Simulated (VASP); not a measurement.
Here is a VASP 6.6.1 calculation.

The input INCAR:

```
PREC = Accurate ; ENCUT = 630
EDIFF = 1E-6 ; ISMEAR = 0
SIGMA = 0.01 ; LREAL = False
LASPH = True ; NELM = 200
ALGO = Normal ; ISIF = 2
LWAVE = False ; LCHARG = False
LMAXMIX = 4 ; LDAU = True
LDAUTYPE = 2 ; LDAUL = 2 -1
LDAUU = 4 0 ; LDAUJ = 0 0
LDAUPRINT = 1 ; GGA = PE
NBANDS = 20 ; GGA_COMPAT = False
```

The input KPOINTS:

```
regular mesh
0
Gamma
  2 2 2
```

File POSCAR:

```
AgCl
1.0
    0.0000000000      2.7726629968      2.7726629968
    2.7726629968      0.0000000000      2.7726629968
    2.7726629968      2.7726629968      0.0000000000
Ag Cl
1 1
Direct
    0.0000000000      0.0000000000      0.0000000000
    0.5000000000      0.5000000000      0.5000000000
```

Potentials or basis: VASP PAW PBE potentials, release 64 (Ag_sv_GW, Cl).

Command:

```console
$ cat potpaw_PBE.64/Ag_sv_GW/POTCAR potpaw_PBE.64/Cl/POTCAR > POTCAR
$ mpirun -np 1 vasp_std > vasp.out
```

(1) What does it give for the band gap on the k mesh?

(2) What does it give for the pressure?

Answers

(1) 1.39 eV (least direct gap 3.15 eV).

(2) 7.3 GPa.

Caveat: the k points lie up to 0.98 Å⁻¹ apart, too coarse for converged energies, forces and pressures.
